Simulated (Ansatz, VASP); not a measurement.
# Au in VASP and in Ansatz

```xyz
11
Lattice="4.0822 0.0000 0.0000 0.0000 2.8865 0.0000 0.0000 0.0000 30.4326" Properties=species:S:1:pos:R:3 pbc="T T T"
Au    0.0000    0.0000    8.1116
Au    2.0411    1.4433    9.3697
Au    0.0000    0.0000   10.9118
Au    2.0411    1.4433   12.3188
Au    0.0000    0.0000   13.7746
Au    2.0411    1.4433   15.2163
Au    0.0000    0.0000   16.6580
Au    2.0411    1.4433   18.1138
Au    0.0000    0.0000   19.5208
Au    2.0411    1.4433   21.0629
Au    0.0000    0.0000   22.3210
```

Alike in both runs: functional PBEsol; k mesh 8 × 11 × 1; no spin polarisation.

Ansatz relaxed the structure, and its values are those at the end. VASP's run is a single point on that final structure, the one shown.

```csv
,VASP,Ansatz
version,VASP 6.6.1,Ansatz 0.2.0
potentials or method,"VASP PAW PBE potentials, release 64 (Au)","plane-wave PAW, scalar-relativistic"
plane-wave cutoff (eV),520,420
occupations,"methfessel-paxton of order 1, width 0.1 eV","cold, width 0.1 eV"
valence electrons in the cell,121,209
```

```csv
,VASP,Ansatz,Ansatz less VASP
rms of the force components (eV/Å),0.005,0.003,-0.0018
```

VASP's potentials were made for PBE, not for PBEsol, and Ansatz warns of the same on its side. VASP's potentials hold 121 valence electrons a cell and Ansatz's 209, so a difference there can come from the potentials and not from the codes.

Spin-orbit coupling is off throughout.
